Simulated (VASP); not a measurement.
Set up this calculation in VASP 6.6.1, as the native input.

| Item | Value |
| --- | --- |
| Task | single point |
| Functional | LDA |
| Potentials or basis | VASP PAW LDA potentials, release 64 (Li_sv, H) |
| Cutoff | 520 eV |
| k mesh | 6 × 6 × 6 |
| Occupations | gaussian, width 0.01 eV |
| Spin | no spin polarisation |
| Dipole correction | no |
| Further INCAR settings | ALGO = Normal; EDIFF = 1e-06; NBANDS = 9 |

The structure of LiH lies in POSCAR:

```
LiH
1.0
    0.0000000000      2.1451220101      2.1451220101
    2.1451220101      0.0000000000      2.1451220101
    2.1451220101      2.1451220101      0.0000000000
Li H
1 1
Direct
    0.0000000000      0.0000000000      0.0000000000
    0.2500000000      0.2500000000      0.2500000000
```

The input as run:

INCAR

```
SYSTEM = LiH
PREC = Accurate
ENCUT = 520
EDIFF = 1E-6
ISMEAR = 0
SIGMA = 0.01
LREAL = .FALSE.
LASPH = .TRUE.
NELM = 100
ALGO = Normal
ISIF = 2
LWAVE = .FALSE.
LCHARG = .TRUE.
GGA = CA
LELF = .TRUE.
LVHAR = .TRUE.
NBANDS = 9
```

KPOINTS

```
regular mesh
0
G
  6 6 6
  0 0 0
```

Potentials or basis: VASP PAW LDA potentials, release 64 (Li_sv, H).

The run is started by

```bash
$ cat potpaw_LDA.64/Li_sv/POTCAR potpaw_LDA.64/H/POTCAR > POTCAR
$ mpirun -np 1 vasp_std > vasp.out
```

Results of the run:

```
Band gap on the k mesh : 4.04 eV, indirect (least direct gap 5.06 eV)
```

Caveat: the k points lie up to 0.42 Å⁻¹ apart.

It took 3.2 s on 1 thread of Intel(R) Xeon(R) Platinum 8259CL CPU @ 2.50GHz (Skylake/Cascade Lake), on a shared host, peak memory 0.12 GiB.
